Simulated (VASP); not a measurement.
# Si63N (a cell with a defect) in VASP: a series of runs, part 2 of 2

VASP 6.6.1. Earlier steps stand in the parts before.

## (4) Single point, PBE, collinear spin

File INCAR:

```
PREC = Accurate
ENCUT = 520
EDIFF = 1E-7
ISMEAR = 0
SIGMA = 0.05
LREAL = Auto
LASPH = T
NELM = 150
ALGO = Normal
ISIF = 2
LWAVE = F
LCHARG = F
ISPIN = 2
MAGMOM = 0.2 0 0 0 0 0 0 0 0 0 0 0 0 0 0 0 0 0 0 0 0.2 0 0 0 0 0 0 0.2 0 0 0 0 0.2 0 0 0 0 0 0 0 0 0 0 0 0 0 0 0 0 0 0 0 0 0 0.2 0 0 0 0 0 0 0 0 0
LORBIT = 11
GGA = PE
NBANDS = 170
```

File KPOINTS:

```
Automatic mesh
0
Gamma
  1 1 1
```

File POSCAR:

```
Si63N
1.0
    6.6508880000      6.6508890000      3.8447710000
   -9.9763330000      3.3254440000      1.9223860000
    3.3254440000     -9.9763330000      9.6119280000
N Si
1 63
Direct
    0.1273338874      0.9540738878      0.9542743364
    0.3733316280      0.7073036361      0.7086486769
    0.1347849574      0.6968597050      0.2032237074
    0.6335742060      0.4545689361      0.4543037201
    0.8863303040      0.2032184616      0.2030849390
    0.3918837764      0.4572660881      0.9540811393
    0.6375192348      0.2007375571      0.7059199955
    0.1320184564      0.4549746965      0.4549247544
    0.3796586604      0.1972158566      0.1976026345
    0.1359156428      0.2098012532      0.7043275878
    0.8858934125      0.9566160594      0.4495484088
    0.6275851764      0.9564411347      0.9578938349
    0.8886770789      0.7109850197      0.7110536135
    0.3813403924      0.9528742246      0.4593998288
    0.6327829660      0.7115842067      0.2024297997
    0.8804791133      0.4469287829      0.9551560625
    0.1143277216      0.5283813995      0.0443205121
    0.3702261519      0.2980333281      0.7935071098
    0.6178110659      0.0433763079      0.5448764362
    0.1187370044      0.2942396268      0.2954657918
    0.3276214262      0.0326267726      0.0322640039
    0.1164698405      0.0490453297      0.5441608671
    0.8704836158      0.8000449467      0.2868230645
    0.6114727853      0.7977226365      0.7963538363
    0.8673966181      0.5486013844      0.5483042639
    0.3656674703      0.7943118975      0.2985612612
    0.6270263515      0.5556656492      0.0446911636
    0.1139936093      0.8191943420      0.8209890284
    0.3645941995      0.5484785700      0.5481051063
    0.8700867418      0.2870132890      0.7985269234
    0.6153705565      0.2945116166      0.2926214877
    0.8693361646      0.0425716054      0.0422853455
    0.0571099350      0.1106203856      0.9532806383
    0.2834543949      0.8887501646      0.7147444898
    0.5446545185      0.6341949699      0.4559663203
    0.0561217883      0.8817183377      0.1944864035
    0.2921672477      0.6292617271      0.9573556712
    0.0426758715      0.6357869165      0.4555703282
    0.7948423755      0.3836498823      0.2040197227
    0.5505322516      0.3835919612      0.7045903100
    0.7941533021      0.1353811661      0.4542178689
    0.2983836627      0.3830063720      0.2051315604
    0.5292141251      0.1326046273      0.9574450126
    0.0416792455      0.3886220290      0.7088375747
    0.2970007836      0.1343829251      0.4552703577
    0.7944004062      0.8829742073      0.7042923614
    0.5367241827      0.8885611017      0.2052975362
    0.8099034842      0.6384529872      0.9520049477
    0.1964831303      0.6245698444      0.8032967516
    0.4563263194      0.3674120385      0.5454657578
    0.7051091401      0.1173213329      0.2935293576
    0.2133951856      0.3513363526      0.0406597191
    0.4556231878      0.1166681453      0.7946437595
    0.2088329284      0.1140073661      0.2937544991
    0.9787594434      0.8745816287      0.0318016065
    0.7095180154      0.8651700625      0.5421232810
    0.9537220777      0.6177343445      0.2939335890
    0.4392345019      0.8679504428      0.0444610562
    0.7054610835      0.6176020994      0.7947612680
    0.1996490382      0.8681955364      0.5505758775
    0.4584993182      0.6164627851      0.2946231867
    0.9540774628      0.3674626226      0.5465538538
    0.6979036009      0.3650215595      0.0455060277
    0.9660018623      0.1083603566      0.7959516568
```

Run with:

```sh
> cat potpaw_PBE.64/N/POTCAR potpaw_PBE.64/Si/POTCAR > POTCAR
> mpirun -np 1 vasp_gam > vasp.out
```

It took 28 min on 1 thread of Intel Xeon 8259CL, shared host; peak memory 1.7 GiB.

The run converged. Its results:

```yaml
Free_energy: -341.2616 eV
Pressure: -0.5 GPa
Largest_force: 0.031 eV/Å
Net_moment: 0.98 μB per cell
Site_moments: N +0.05; Si +0.00, +0.01, -0.00, +0.05, +0.02, +0.04 (each value once) μB
Valence_electrons_inside_the_program's_atomic_spheres: N 3.66; Si 1.67, 1.68, 1.66, 1.58, 1.60, 1.69 (each value once)
```

Forces in eV/Å, atoms in the order of the input:
```
N   -0.017 -0.003  0.002
Si   0.006  0.008  0.014
Si   0.000 -0.005 -0.002
Si   0.001  0.004 -0.003
Si   0.006  0.006 -0.001
Si  -0.013 -0.005  0.001
Si   0.004 -0.012  0.000
Si   0.003  0.009 -0.003
Si  -0.013 -0.003  0.012
Si  -0.003  0.005 -0.001
Si  -0.008  0.004 -0.002
Si   0.004  0.004  0.000
Si  -0.001 -0.005 -0.011
Si   0.013 -0.002 -0.009
Si  -0.008  0.000  0.006
Si  -0.002 -0.006  0.014
Si   0.004  0.001 -0.003
Si  -0.009  0.006  0.002
Si   0.003 -0.008  0.006
Si  -0.007 -0.003  0.014
Si   0.024  0.010  0.016
Si  -0.001 -0.003  0.000
Si   0.003 -0.005 -0.001
Si   0.008 -0.003 -0.009
Si   0.002 -0.001  0.001
Si   0.007 -0.002 -0.002
Si  -0.008  0.003 -0.004
Si   0.016  0.008 -0.025
Si   0.000 -0.005  0.009
Si   0.000 -0.005 -0.004
Si  -0.005 -0.008  0.007
Si  -0.011 -0.015 -0.025
Si   0.010  0.004  0.016
Si  -0.006  0.007 -0.001
Si   0.013  0.011 -0.009
Si   0.012 -0.006  0.023
Si   0.007 -0.001 -0.001
Si  -0.011 -0.005  0.001
Si  -0.014 -0.003  0.004
Si  -0.005 -0.002  0.005
Si  -0.003 -0.001  0.003
Si   0.006  0.010  0.000
Si   0.001  0.003 -0.002
Si   0.006  0.002  0.011
Si  -0.003  0.000 -0.003
Si   0.009  0.003 -0.004
Si   0.002 -0.002 -0.018
Si  -0.002 -0.012 -0.019
Si  -0.003 -0.003  0.004
Si   0.009  0.008 -0.005
Si   0.002 -0.011 -0.002
Si  -0.004  0.009  0.013
Si  -0.009 -0.005  0.005
Si   0.001  0.009 -0.002
Si   0.003  0.015  0.001
Si  -0.003 -0.014  0.007
Si   0.010  0.006  0.003
Si  -0.007  0.007 -0.004
Si   0.003  0.009  0.002
Si   0.001  0.002  0.006
Si  -0.004  0.000 -0.003
Si  -0.006 -0.012  0.003
Si  -0.005  0.002 -0.016
Si  -0.008  0.000 -0.017
```

Stress tensor (GPa, compression positive):
```
-1.30 -0.75 -0.52
-0.75 -0.70 -0.54
-0.52 -0.54  0.54
```

Levels at points of the mesh, in eV from the Fermi level:
Spin up:
| k point | band 125 | band 126 | band 127 | band 128 | band 129 | band 130 | band 131 | band 132 | band 133 | band 134 |
| --- | --- | --- | --- | --- | --- | --- | --- | --- | --- | --- |
| (0.00, 0.00, 0.00) | -0.85 | -0.80 | -0.71 | -0.64 | -0.08 | 0.62 | 0.65 | 0.66 | 0.73 | 0.79 |
Spin down:
| k point | band 125 | band 126 | band 127 | band 128 | band 129 | band 130 | band 131 | band 132 |
| --- | --- | --- | --- | --- | --- | --- | --- | --- |
| (0.00, 0.00, 0.00) | -0.84 | -0.78 | -0.70 | -0.63 | 0.08 | 0.64 | 0.66 | 0.68 |

Caveat: the k points lie up to 0.67 Å⁻¹ apart.
